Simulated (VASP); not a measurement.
The system is SiNi.

```xyz
4
Lattice="2.9623 0.0000 0.0000 0.0000 3.3021 0.0000 0.0000 0.0000 4.7084" Properties=species:S:1:pos:R:3 pbc="T T T"
Ni    1.4811    1.6510    1.6126
Ni    0.0000    0.0000    3.0958
Si    1.4811    1.6510    3.9699
Si    0.0000    0.0000    0.7385
```

This cell differs from its parent crystal: volume scaled by 1.02.

Base run:

- Program: VASP 6.6.1
- Functional: PBE
- Potentials or basis: VASP PAW PBE potentials, release 64 (Ni, Si)
- Cutoff: 520 eV
- k mesh: 9 × 8 × 6
- Occupations: fermi-dirac, width 0.05 eV
- Spin: collinear spin, ferromagnetic start
- Starting moments: [1.0, 1.0, 0.0, 0.0] μB

Its results: band gap on the k mesh zero (filled and empty bands overlap); pressure 2.8 GPa; net moment 0.00 μB per cell; largest force 0.014 eV/Å.

Question: The run is repeated on the same cell with these changes: functional from PBE to LDA; potentials or basis from VASP PAW PBE potentials, release 64 (Ni, Si) to VASP PAW LDA potentials, release 64 (Ni, Si). What comes out?

Answer: Band gap on the k mesh zero (filled and empty bands overlap); pressure -8.2 GPa; net moment 0.00 μB per cell; largest force 0.273 eV/Å.
